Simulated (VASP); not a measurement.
# Ni (Fm-3m) in VASP: a series of runs, part 3 of 3

VASP 6.6.1. The steps go on from the part before.

## Step 6: Single point, LDA, collinear spin, ferromagnetic start (10.04 Å³/atom)

This run uses another cell than the first one, of 10.04 Å³/atom.

Input file INCAR:

```
ALGO = Normal
EDIFF = 1E-7
ENCUT = 520
ISIF = 2
ISMEAR = 0
ISPIN = 2
LASPH = T
LCHARG = F
LMAXMIX = 4
LORBIT = 11
LREAL = F
LWAVE = F
MAGMOM = 0.625
NBANDS = 15
NELM = 150
NUPDOWN = 0.625
PREC = Accurate
SIGMA = 0.15
```

Input file KPOINTS:

```
k-points
0
Gamma
  24 24 24
```

Input file POSCAR:

```
Ni
1.0
    0.0000000000      1.7119891795      1.7119891795
    1.7119891795      0.0000000000      1.7119891795
    1.7119891795      1.7119891795      0.0000000000
Ni
1
Direct
    0.0000000000      0.0000000000      0.0000000000
```

Potentials or basis: VASP PAW LDA potentials, release 64 (Ni).

Launch:

```bash
cat potpaw_LDA.64/Ni/POTCAR > POTCAR
mpirun -np 1 vasp_std > vasp.out
```

OUTCAR:

```text
EDIFF = 1E-7
   ENCUT = 520
   ISIF = 2
   ISMEAR = 0
   ISPIN = 2
   LASPH = T
   LORBIT = 11
   LREAL = F
   NELM = 150
   NUPDOWN = 0.625
   PREC = Accurate

 ion  position               nearest neighbor table
   1  0.000  0.000  0.000-

  LATTYP: Found a face centered cubic cell.
 ALAT       =     3.4239783590

  Lattice vectors:

 A1 = (   0.0000000000,   1.7119891795,   1.7119891795)
 A2 = (   1.7119891795,   0.0000000000,   1.7119891795)
 A3 = (   1.7119891795,   1.7119891795,   0.0000000000)

Analysis of symmetry for initial positions (statically):
=====================================================================
 Subroutine PRICEL returns:
 Original cell was already a primitive cell.

 Routine SETGRP: Setting up the symmetry group for a
 face centered cubic supercell.

 Subroutine GETGRP returns: Found 48 space group operations
 (whereof 48 operations were pure point group operations)
 out of a pool of 48 trial point group operations.

The static configuration has the point symmetry O_h .

Analysis of symmetry for dynamics (positions and initial velocities):
=====================================================================
 Subroutine PRICEL returns:
 Original cell was already a primitive cell.

 Routine SETGRP: Setting up the symmetry group for a
 face centered cubic supercell.

 Subroutine GETGRP returns: Found 48 space group operations
 (whereof 48 operations were pure point group operations)
 out of a pool of 48 trial point group operations.

The dynamic configuration has the point symmetry O_h .

Analysis of structural, dynamic, and magnetic symmetry:
=====================================================================
 Subroutine PRICEL returns:
 Original cell was already a primitive cell.

 Routine SETGRP: Setting up the symmetry group for a
 face centered cubic supercell.

 Subroutine GETGRP returns: Found 48 space group operations
 (whereof 48 operations were pure point group operations)
 out of a pool of 48 trial point group operations.

[... 162 lines left out ...]
      3       7.6446      1.00000
      4       7.6446      1.00000
      5       8.9363      1.00000
      6       8.9363      1.00000
      7      34.6809      0.00000
      8      39.0809      0.00000
      9      39.0809      0.00000
     10      39.0809      0.00000
     11      42.3423      0.00000
     12      42.3423      0.00000
     13      42.3423      0.00000
     14      45.3121      0.00000
[... 403 lines left out ...]
      4       8.9126      1.00000
      5       9.7035      1.00000
      6      10.1060      0.98738
      7      17.3170      0.00000
      8      32.9972      0.00000
      9      35.2721      0.00000
     10      36.0280      0.00000
     11      39.7982      0.00000
     12      40.3438      0.00000
     13      46.2369      0.00000
     14      55.2147      0.00000
     15      56.7515      0.00000

 [... further k-points ...]

 spin component 2

 k-point     1 :       0.0000    0.0000    0.0000
  band No.  band energies     occupation
      1       0.7216      1.00000
      2       8.2773      1.00000
      3       8.2773      1.00000
      4       8.2773      1.00000
      5       9.5259      1.00000
      6       9.5259      1.00000
      7      34.6781      0.00000
      8      39.1391      0.00000
      9      39.1391      0.00000
     10      39.1391      0.00000
     11      42.5265      0.00000
     12      42.5265      0.00000
     13      42.5265      0.00000
     14      45.3027      0.00000
[... 403 lines left out ...]
      4       9.1952      1.00000
      5      10.3768      0.06841
      6      10.6102      0.00011
      7      17.6767      0.00000
      8      33.0029      0.00000
      9      35.4107      0.00000
     10      36.1631      0.00000
     11      39.9315      0.00000
     12      40.4797      0.00000
     13      46.4399      0.00000
     14      55.9450      0.00000
     15      57.5405      0.00000

 [... further k-points ...]

------------------------ aborting loop because EDIFF is reached ----------------------------------------

  FORCE on cell =-STRESS in cart. coord.  units (eV):
  Direction    XX          YY          ZZ          XY          YZ          ZX
  --------------------------------------------------------------------------------------
  -------------------------------------------------------------------------------------
  Total        0.0084995      0.0084995      0.0084995      0.0000000      0.0000000     -0.0000000
  in kB        1.3569714      1.3569714      1.3569714      0.0000000      0.0000000     -0.0000000
  external PRESSURE =       1.3569714 kB  Pullay stress =       0.0000000 kB

 VOLUME and BASIS-vectors are now :
 -----------------------------------------------------------------------------
  energy-cutoff  :      520.00
  volume of cell :       10.04
      direct lattice vectors                 reciprocal lattice vectors
     0.000000000  1.711989179  1.711989179    -0.292057921  0.292057921  0.292057921
     1.711989179  0.000000000  1.711989179     0.292057921 -0.292057921  0.292057921
     1.711989179  1.711989179  0.000000000     0.292057921  0.292057921 -0.292057921

 POSITION                                       TOTAL-FORCE (eV/Angst)
 -----------------------------------------------------------------------------------
      0.00000      0.00000      0.00000         0.000000      0.000000      0.000000
 -----------------------------------------------------------------------------------
    total drift:                                0.000000     -0.000000      0.000000

  FREE ENERGIE OF THE ION-ELECTRON SYSTEM (eV)
  ---------------------------------------------------
  free  energy   TOTEN  =        -6.5868063901 eV

  energy  without entropy=       -6.5676873559  energy(sigma->0) =       -6.57724687

 total charge

# of ion       s       p       d       tot
------------------------------------------
    1        0.536   0.574   8.365   9.474

 magnetization (x)

# of ion       s       p       d       tot
------------------------------------------
    1       -0.004  -0.017   0.644   0.624
```

stdout:

```text
POSCAR found type information on POSCAR Ni
 POSCAR found :  1 types and       1 ions
 scaLAPACK will be used
 LDA part: xc-table for (Slater(with rela. corr.)+CA(PZ))
 , standard interpolation
 POSCAR, INCAR and KPOINTS ok, starting setup
 FFT: planning ... GRIDC
 FFT: planning ... GRID_SOFT
 FFT: planning ... GRID
 WAVECAR not read
 entering main loop
```

Run time: 1.9 min. Hardware: 1 thread of AMD EPYC 7R43 (Zen 3), shared host; peak memory 0.16 GiB.

What came out:

```yaml
Free_energy: -6.5868 eV
Pressure: 0.1 GPa
Net_moment: 0.62 μB per cell
Site_moments: Ni +0.62 μB
Valence_electrons_inside_the_program's_atomic_spheres: Ni 9.47
```

Caveat: the total moment is fixed, so each spin has its own Fermi level and the state may be an excited one.

## Step 7: Summary

```csv
fixed moment (μB),cell,pressure (GPa),moment (μB)
0.5,"a = 2.320 Å, angles 60.0°, 1 atom",43.4,0.50
0.25,"a = 2.320 Å, angles 60.0°, 1 atom",42.7,0.25
0.625,"a = 2.320 Å, angles 60.0°, 1 atom",44.5,0.62
0.875,"a = 2.421 Å, angles 60.0°, 1 atom",2.4,0.87
0.625,"a = 2.421 Å, angles 60.0°, 1 atom",0.1,0.62
```

Alike in all rows: task single point; level LDA; potentials or basis VASP PAW LDA potentials, release 64 (Ni); spin collinear, ferromagnetic start; k mesh 24 × 24 × 24; cutoff (eV) 520; smearing gaussian 0.15 eV.

Caveats: the total moment is fixed, so each spin has its own Fermi level and the state may be an excited one; the cell stands under pressure (at least some runs).

Absolute energies hang on the potentials; compare differences alone.
